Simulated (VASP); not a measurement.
# NaAl32 (a cell with a defect) in VASP: single point with PBEsol

Aim: the single point of NaAl32 (a cell with a defect) with PBEsol.

Everything below comes from runs of VASP 6.6.1. Logs are shortened: lines on timing, memory, paths and dates and some standing lists are left out, and cuts for length are marked.

## Step 1: The cell of the first run

The cell holds a defect, 33 atoms: a = 8.100 Å, b = 8.100 Å, c = 8.100 Å, α = 90.00°, β = 90.00°, γ = 90.00°.

## Step 2: Single point, PBEsol

INCAR reads:

```
  PREC = Accurate
  ENCUT = 520
  EDIFF = 1E-7
  ISMEAR = -1
  SIGMA = 0.1
  LREAL = Auto
  LASPH = True
  NELM = 80
  ALGO = Normal
  ISIF = 2
  LWAVE = False
  LCHARG = True
  GGA = PS
  LELF = True
  LVHAR = True
  NBANDS = 74
```

KPOINTS reads:

```
regular mesh
0
Gamma
  2 2 2
```

POSCAR reads:

```
NaAl32
1.0
    8.1000000000      0.0000000000      0.0000000000
    0.0000000000      8.1000000000      0.0000000000
    0.0000000000      0.0000000000      8.1000000000
Al Na
32 1
Direct
    0.4872098765      0.0271358025     -0.0218395062
    0.7486049383      0.2780617284      0.0015185185
    0.7689382716      0.0282345679      0.2002469136
    0.0404074074     -0.0125802469     -0.0327777778
    0.2458395062      0.2564814815      0.0214444444
    0.5077777778      0.4998888889      0.0767777778
    0.7284074074      0.7675432099     -0.0013703704
    0.2384691358      0.0088641975      0.2552345679
    0.4870123457      0.2031358025      0.2650740741
    0.7366790123      0.4798765432      0.2658765432
    0.5124320988      0.0084444444      0.4993086420
    0.7949135802      0.2154444444      0.4954691358
    0.7520987654     -0.0054691358      0.7222716049
    0.0514444444      0.5299506173      0.0171358025
    0.2863950617      0.7704074074     -0.0273333333
   -0.0168024691      0.2507037037      0.2253456790
    0.2481604938      0.4341851852      0.2842716049
    0.5245061728      0.8569135802      0.1968395062
   -0.0008765432      0.0183209877      0.4791728395
    0.2256790123      0.2580370370      0.5194691358
    0.5147160494      0.3840987654      0.5116296296
    0.7451111111      0.7640987654      0.4913086420
    0.2384320988      0.0053209877      0.7464074074
    0.5126666667      0.2470000000      0.7857407407
    0.7140740741      0.5210740741      0.7403580247
   -0.0055802469      0.7470740741      0.2441234568
    0.0097777778      0.5205925926      0.4967037037
    0.2155061728      0.7628271605      0.5711604938
    0.0055925926      0.2878518519      0.7733086420
    0.2690123457      0.4581851852      0.7759876543
    0.5022345679      0.7833209877      0.7138518519
   -0.0113580247      0.7356296296      0.7851111111
    0.4219876543      0.6456172840      0.4102345679
```

Potentials or basis: VASP PAW PBE potentials, release 64 (Al, Na_pv).

Command:

```sh
$ cat potpaw_PBE.64/Al/POTCAR potpaw_PBE.64/Na_pv/POTCAR > POTCAR
$ mpirun -np 1 vasp_std > vasp.out
```

OUTCAR:

```text
PREC = Accurate
   ENCUT = 520
   EDIFF = 1E-7
   ISMEAR = -1
   LREAL = Auto
   LASPH = True
   NELM = 80
   ISIF = 2
   GGA = PS

 ion  position               nearest neighbor table
   1  0.487  0.027  0.978-  18 2.26  24 2.38  15 2.64   5 2.72   9 2.73  23 2.76   7 2.88   3 2.91
                            31 2.92   2 2.94  13 2.99   8 3.02
   2  0.749  0.278  0.002-   3 2.59  24 2.60  16 2.64  10 2.70   6 2.72  29 2.79  25 2.90   1 2.94
                             9 3.07  14 3.19  13 3.22   4 3.35
   3  0.769  0.028  0.200-  18 2.42  16 2.51   2 2.59   7 2.69   9 2.74  12 2.84   1 2.91   4 2.92
                            19 2.93  26 2.94  22 3.19  11 3.20
   4  0.040  0.987  0.967-  23 2.41  32 2.55  15 2.66   5 2.78   8 2.84  29 2.91   3 2.92  26 2.99
                            16 3.02  13 3.06   7 3.10   2 3.35
   5  0.246  0.256  0.021-  17 2.57  30 2.58  16 2.69  14 2.72   1 2.72   8 2.76   4 2.78  29 2.81
                             9 2.81  24 2.88   6 2.93  23 3.02
   6  0.508  0.500  0.077-  10 2.41   2 2.72  17 2.74   9 2.85   7 2.88   5 2.93  15 2.95  33 3.03
                            18 3.05  24 3.12  30 3.13  25 3.20
   7  0.728  0.768  0.999-  18 2.41   3 2.69  32 2.74   1 2.88   6 2.88  25 2.89  13 2.90  26 2.94
                            31 2.95   4 3.10  10 3.18  14 3.25
   8  0.238  0.009  0.255-   9 2.56  19 2.66  18 2.67   5 2.76   4 2.84  16 2.86  26 2.90  20 2.94
                            11 2.97   1 3.02  15 3.02  28 3.25
   9  0.487  0.203  0.265-  11 2.48  21 2.49   8 2.56  17 2.70   1 2.73   3 2.74   5 2.81   6 2.85
                            18 2.87  20 2.99  10 3.02   2 3.07  12 3.12
  10  0.737  0.480  0.266-   6 2.41   2 2.70  16 2.75  21 2.79  12 2.88  27 2.92  22 2.94  26 3.01
                             9 3.02   7 3.18  14 3.27
  11  0.512  0.008  0.499-   9 2.48  31 2.52  13 2.65  22 2.73  18 2.74  12 2.84   8 2.97  23 2.99
                            24 3.02  21 3.04  20 3.08  28 3.18   3 3.20
  12  0.795  0.215  0.495-  19 2.30  13 2.59  21 2.65  16 2.68  11 2.84   3 2.84  10 2.88  29 2.88
                            27 3.02   9 3.12  25 3.24  24 3.29
  13  0.752  0.995  0.722-  12 2.59  22 2.64  31 2.65  11 2.65  19 2.81  24 2.86  32 2.89   7 2.90
                             1 2.99   4 3.06  29 3.17   2 3.22
  14  0.051  0.530  0.017-  32 2.56  26 2.59  30 2.69   5 2.72  15 2.75  17 2.80  29 2.81  16 2.88
                             2 3.19   7 3.25  10 3.27
  15  0.286  0.770  0.973-   1 2.64   4 2.66  23 2.67  31 2.73  18 2.74  14 2.75  32 2.86   6 2.95
                            30 2.99   8 3.02  26 3.23  28 3.30
  16  0.983  0.251  0.225-   3 2.51   2 2.64  17 2.65  12 2.68   5 2.69  10 2.75  19 2.79   8 2.86
                            14 2.88   4 3.02  20 3.09  27 3.11
  17  0.248  0.434  0.284-  20 2.39  33 2.44   5 2.57  16 2.65  27 2.68   9 2.70   6 2.74  14 2.80
                            21 2.87  26 3.28
  18  0.525  0.857  0.197-   1 2.26   7 2.41   3 2.42  33 2.57   8 2.67  15 2.74  11 2.74   9 2.87
                             6 3.05  22 3.07
  19  0.999  0.018  0.479-  12 2.30   8 2.66  20 2.69  16 2.79  28 2.81  13 2.81  26 2.91  23 2.91
                            22 2.91   3 2.93  29 3.23
  20  0.226  0.258  0.519-  17 2.39  21 2.55  30 2.66  19 2.69  29 2.73  23 2.75  27 2.76   8 2.94
[... 10 lines left out ...]
                            27 3.10   6 3.20  12 3.24
  26  0.994  0.747  0.244-  14 2.59  27 2.75  22 2.85   8 2.90  19 2.91   7 2.94   3 2.94   4 2.99
                            10 3.01  28 3.20  15 3.23  17 3.28
  27  0.010  0.521  0.497-  28 2.64  17 2.68  26 2.75  20 2.76  22 2.91  10 2.92  32 2.92  29 2.93
                            12 3.02  25 3.10  16 3.11  30 3.13
  28  0.216  0.763  0.571-  33 2.32  23 2.43  32 2.54  31 2.60  27 2.64  19 2.81  30 3.00  11 3.18
                            26 3.20   8 3.25  15 3.30
  29  0.006  0.288  0.773-  30 2.54  20 2.73   2 2.79  14 2.81   5 2.81  12 2.88   4 2.91  27 2.93
                            23 2.97  25 3.04  13 3.17  19 3.23
  30  0.269  0.458  0.776-  29 2.54   5 2.58  24 2.61  20 2.66  14 2.69  21 2.98  15 2.99  28 3.00
                            27 3.13   6 3.13  32 3.20  31 3.28
  31  0.502  0.783  0.714-  11 2.52  28 2.60  13 2.65  22 2.67  15 2.73  25 2.74  33 2.78  23 2.81
                             1 2.92   7 2.95  30 3.28
  32  0.989  0.736  0.785-  28 2.54   4 2.55  14 2.56   7 2.74  25 2.85  15 2.86  13 2.89  27 2.92
                            23 2.99  22 3.10  30 3.20
  33  0.422  0.646  0.410-  28 2.32  21 2.39  17 2.44  18 2.57  31 2.78  22 2.86   6 3.03

  LATTYP: Found a simple cubic cell.
 ALAT       =     8.1000000000

  Lattice vectors:

 A1 = (   8.1000000000,   0.0000000000,   0.0000000000)
 A2 = (   0.0000000000,   8.1000000000,   0.0000000000)
 A3 = (   0.0000000000,   0.0000000000,   8.1000000000)

Analysis of symmetry for initial positions (statically):
=====================================================================
 Subroutine PRICEL returns:
 Original cell was already a primitive cell.

 Routine SETGRP: Setting up the symmetry group for a
 simple cubic supercell.

 Subroutine GETGRP returns: Found  1 space group operations
 (whereof  1 operations were pure point group operations)
 out of a pool of 48 trial point group operations.

The static configuration has the point symmetry C_1 .

Analysis of symmetry for dynamics (positions and initial velocities):
[... 100 lines left out ...]
                33          33

----------------------------------------------------------------------------------------

 KPOINTS: regular mesh

Automatic generation of k-mesh.
 Grid dimensions read from file:
 generate k-points for:    2    2    2

 Generating k-lattice:

  Cartesian coordinates                     Fractional coordinates (reciprocal lattice)
     0.061728395  0.000000000  0.000000000     0.500000000  0.000000000  0.000000000
     0.000000000  0.061728395  0.000000000     0.000000000  0.500000000  0.000000000
     0.000000000  0.000000000  0.061728395     0.000000000  0.000000000  0.500000000

  Length of vectors
     0.061728395  0.061728395  0.061728395

  Shift w.r.t. Gamma in fractional coordinates (k-lattice)
     0.000000000  0.000000000  0.000000000

 Subroutine IBZKPT returns following result:
 ===========================================

 Found      8 irreducible k-points:

 Following reciprocal coordinates:
            Coordinates               Weight
  0.000000  0.000000  0.000000      1.000000
  0.500000  0.000000  0.000000      1.000000
  0.000000  0.500000  0.000000      1.000000
  0.000000  0.000000  0.500000      1.000000
  0.500000  0.500000  0.000000      1.000000
  0.000000  0.500000  0.500000      1.000000
  0.500000  0.000000  0.500000      1.000000
  0.500000  0.500000  0.500000      1.000000
   k-points           NKPTS =      8   k-points in BZ     NKDIM =      8   number of bands    NBANDS=     74
   number of dos      NEDOS =    301   number of ions     NIONS =     33
   total plane-waves  NPLWV = 216000
   dimension x,y,z NGX =    60 NGY =   60 NGZ =   60
   dimension x,y,z NGXF=   120 NGYF=  120 NGZF=  120
   ions per type =              32   1
   NGX,Y,Z   is equivalent  to a cutoff of  12.31, 12.31, 12.31 a.u.
   NGXF,Y,Z  is equivalent  to a cutoff of  24.63, 24.63, 24.63 a.u.
 SYSTEM =  unknown system
   PREC   = accura    normal or accurate (medium, high low for compatibility)
   ISTART =      0    job   : 0-new  1-cont  2-samecut
   ICHARG =      2    charge: 1-file 2-atom 10-const
   ISPIN  =      1    spin polarized calculation?
   LNONCOLLINEAR =      F non collinear calculations
   LSORBIT =      F    spin-orbit coupling
   LASPH  =      T    aspherical Exc in radial PAW
   ENCUT  =  520.0 eV  38.22 Ry    6.18 a.u.  15.06 15.06 15.06*2*pi/ulx,y,z
   NELM   =     80;   NELMIN=  2; NELMDL= -5     # of ELM steps
   EDIFF  = 0.1E-06   stopping-criterion for ELM
   LREAL  =      T    real-space projection
   EDIFFG = 0.1E-05   stopping-criterion for IOM
   NSW    =      0    number of steps for IOM
   IBRION =     -1    ionic relax: 0-MD 1-quasi-New 2-CG
   NFREE  =      0    steps in history (QN), initial steepest desc. (CG)
   ISIF   =      2    stress and relaxation
   ISYM   =      2    0-nonsym 1-usesym 2-fastsym
   POTIM  = 0.5000    time-step for ionic-motion
   TEBEG  =    0.0;   TEEND  =   0.0 temperature during run
   PSTRESS=    0.0 pullay stress
   NELECT =     103.0000    total number of electrons
   NUPDOWN=      -1.0000    fix difference up-down
   EMIN   =  10.00;   EMAX   =-10.00  energy-range for DOS
   EFERMI =   0.00;   METHOD = LEGACY
   ISMEAR =    -1;   SIGMA  =   0.10  broadening in eV -4-tet -1-fermi 0-gaus
   EFERMI_NEDOS =   21; number of points for ismear=-14 and -15
   IALGO  =     38    algorithm
   IMIX   =      4    mixing-type and parameters
     AMIX     =   0.40;   BMIX     =  1.00
     AMIX_MAG =   1.60;   BMIX_MAG =  1.00
  volume/ion in A,a.u.               =      16.10       108.68
  Fermi-wavevector in a.u.,A,eV,Ry     =   0.947405  1.790335 12.212259  0.897576
  Thomas-Fermi vector in A             =   2.075495
   LORBIT       =      0    0 simple, 1 ext, 2 COOP (PROOUT), +10 PAW based schemes
   GGA     = PS    functional components
   LHFCALC =     F    Hartree Fock is set to
   AEXX    =    0.0000 exact exchange contribution
   IVDW    =     0    specifies the selected vdW correction
   LEPSILON=     F    determine dielectric tensor
   LRPA    =     F    only Hartree local field effects (RPA)
 non-spin polarized calculation
  energy-cutoff  :      520.00
  volume of cell :      531.44
 maximum number of plane-waves:     14400
   NGX = 31   NGY = 31   NGZ = 31

 number of electron     103.0000012 magnetization

 Free energy of the ion-electron system (eV)
  ---------------------------------------------------
  ext. energy  EPLUGINS =         0.00000000
  ---------------------------------------------------
  free energy    TOTEN  =      -122.96531307 eV

  energy without entropy =     -122.59827436  energy(sigma->0) =     -122.78179372

 E-fermi :   7.8136     XC(G=0): -10.2828

 val. band max:        7.7960711697   @ k =   0.5000   0.5000   0.5000
 cond. band min:       7.8179698626   @ k =   0.0000   0.5000   0.0000
 fundamental gap:      0.0218986929
 Fermi energy:         7.8135644026

 k-point     1 :       0.0000    0.0000    0.0000
  band No.  band energies     occupation
      1     -16.7304      2.00000
      2     -16.6824      2.00000
      3     -16.6277      2.00000
      4      -3.3254      2.00000
      5      -1.4484      2.00000
      6      -1.3910      2.00000
[... 517 lines left out ...]
     62      10.5818      0.00000
     63      10.7121      0.00000
 [bands above 63 left out]

------------------------ aborting loop because EDIFF is reached ----------------------------------------

  FORCE on cell =-STRESS in cart. coord.  units (eV):
  Direction    XX          YY          ZZ          XY          YZ          ZX
  --------------------------------------------------------------------------------------
  -------------------------------------------------------------------------------------
  Total       24.3753639     32.8429314     30.9908452     -0.1389387     -5.4343781     -4.0784317
  in kB       73.4863427     99.0141900     93.4305589     -0.4188694    -16.3834506    -12.2955714
  external PRESSURE =      88.6436972 kB  Pullay stress =       0.0000000 kB

 VOLUME and BASIS-vectors are now :
 -----------------------------------------------------------------------------
  energy-cutoff  :      520.00
  volume of cell :      531.44
      direct lattice vectors                 reciprocal lattice vectors
     8.100000000  0.000000000  0.000000000     0.123456790  0.000000000  0.000000000
     0.000000000  8.100000000  0.000000000     0.000000000  0.123456790  0.000000000
     0.000000000  0.000000000  8.100000000     0.000000000  0.000000000  0.123456790

 POSITION                                       TOTAL-FORCE (eV/Angst)
 -----------------------------------------------------------------------------------
      3.94640      0.21980      7.92310         0.192395      0.482945     -1.318940
      6.06370      2.25230      0.01230         0.297119      0.180105     -0.601298
      6.22840      0.22870      1.62200         0.826522     -0.373793      0.475637
      0.32730      7.99810      7.83450        -1.659924      0.873012      1.777300
      1.99130      2.07750      0.17370         0.275885     -0.631232     -0.472396
      4.11300      4.04910      0.62190        -1.329521      0.450942     -1.585036
[... 25 lines left out ...]
      8.00800      5.95860      6.35940        -0.781618     -0.153374     -0.821407
      3.41810      5.22950      3.32290         1.072390      0.901004     -0.994125
 -----------------------------------------------------------------------------------
    total drift:                               -0.008765      0.005928     -0.006689

  FREE ENERGIE OF THE ION-ELECTRON SYSTEM (eV)
  ---------------------------------------------------
  free  energy   TOTEN  =      -122.9653130728 eV

  energy  without entropy=     -122.5982743606  energy(sigma->0) =     -122.78179372
```

Run time: 8 min. Hardware: 1 thread of Intel Xeon Platinum 8259CL at 2.50GHz (Skylake/Cascade Lake), shared host; peak memory 0.57 GiB.

What came out:

| Quantity | Value |
| --- | --- |
| Free energy | -122.9653 eV |
| Pressure | 8.9 GPa |
| Largest force | 3.200 eV/Å |
| Band gap on the k mesh | zero (an odd number of electrons rules out a gap without spin polarisation) |

Forces on the atoms (eV/Å):
```
Al   0.192  0.483 -1.319
Al   0.297  0.180 -0.601
Al   0.827 -0.374  0.476
Al  -1.660  0.873  1.777
Al   0.276 -0.631 -0.472
Al  -1.330  0.451 -1.585
Al   1.135 -0.794 -1.192
Al  -0.563 -0.672 -0.007
Al   0.692  0.619 -1.538
Al   1.416  0.344  1.113
Al  -0.545  0.305  0.191
Al  -1.619  2.198  0.199
Al   0.712  0.248  1.300
Al  -0.642 -0.632  0.366
Al  -0.104 -0.865  0.512
Al   0.706  0.427  0.204
Al  -0.844  0.518 -1.625
Al  -0.965 -1.793  2.468
Al   1.321 -2.073  0.220
Al  -0.386 -1.465  0.851
Al   0.951 -0.378  0.675
Al   0.878 -0.318 -0.527
Al   0.769  1.619 -0.568
Al   0.012  0.445 -0.644
Al   0.451 -0.182  0.237
Al   0.123  0.600  0.225
Al  -0.673 -0.368  0.416
Al  -1.496  0.195 -0.208
Al  -0.965 -0.697 -0.144
Al   0.633  1.747 -0.442
Al   0.107 -0.759  1.459
Al  -0.782 -0.153 -0.821
Na   1.072  0.901 -0.994
```

Caveat: the k points lie up to 0.39 Å⁻¹ apart, too coarse for converged energies and pressures of a metal; the PAW data sets were made with another functional, which shifts forces and pressure a little.

The gap in the log of VASP goes by the Fermi energy; the results here count the filled bands.